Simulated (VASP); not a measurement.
Input of a VASP 6.6.1 run:

The input INCAR:

```
PREC     = Accurate       # precision mode
ENCUT    = 600            # plane-wave cutoff, eV
EDIFF    = 1E-6           # SCF threshold, eV
ISMEAR   = 0              # smearing method
SIGMA    = 0.1            # smearing width, eV
LREAL    = F              # projectors in reciprocal space
LASPH    = T              # aspherical terms in the spheres
NELM     = 80             # most SCF steps
ALGO     = Normal         # electronic algorithm
ISIF     = 3              # what is computed and relaxed
LWAVE    = F              # write WAVECAR
LCHARG   = F              # write CHGCAR
GGA      = PE             # functional
IBRION   = 2              # ionic algorithm
NSW      = 100            # ionic steps
EDIFFG   = -0.01          # ionic threshold
```

KPOINTS

```
Automatic mesh
0
Gamma
  18 18 14
```

File POSCAR:

```
TiB2
1.0
    3.0330394025      0.0000000000      0.0000000000
   -1.5165197013      2.6266891732      0.0000000000
    0.0000000000      0.0000000000      3.2192489855
Ti B
1 2
Direct
    0.0000000000      0.0000000000      0.0000000000
    0.6666666667      0.3333333333      0.5000000000
    0.3333333333      0.6666666667      0.5000000000
```

Potentials or basis: VASP PAW PBE potentials, release 64 (Ti_sv, B).

The run is started by

```sh
$ cat potpaw_PBE.64/Ti_sv/POTCAR potpaw_PBE.64/B/POTCAR > POTCAR
$ mpirun -np 1 vasp_std > vasp.out
```

**Question.** Predict the relaxed volume.

**Answer.** 8.56 Å³/atom.

**Question.** Estimate the relaxed cell.

**Answer.** a = 3.032 Å, b = 3.032 Å, c = 3.225 Å, α = 90.00°, β = 90.00°, γ = 120.00°.

Final structure:
```cif
data_structure
_symmetry_space_group_name_H-M 'P 1'
_symmetry_Int_Tables_number 1
_cell_length_a 3.0317
_cell_length_b 3.0317
_cell_length_c 3.2253
_cell_angle_alpha 90.000
_cell_angle_beta 90.000
_cell_angle_gamma 120.000
_cell_volume 25.67
loop_
_atom_site_label
_atom_site_type_symbol
_atom_site_fract_x
_atom_site_fract_y
_atom_site_fract_z
_atom_site_occupancy
Ti1 Ti 0.00000 0.00000 0.00000 1
B1 B 0.66667 0.33333 0.50000 1
B2 B 0.33333 0.66667 0.50000 1
```
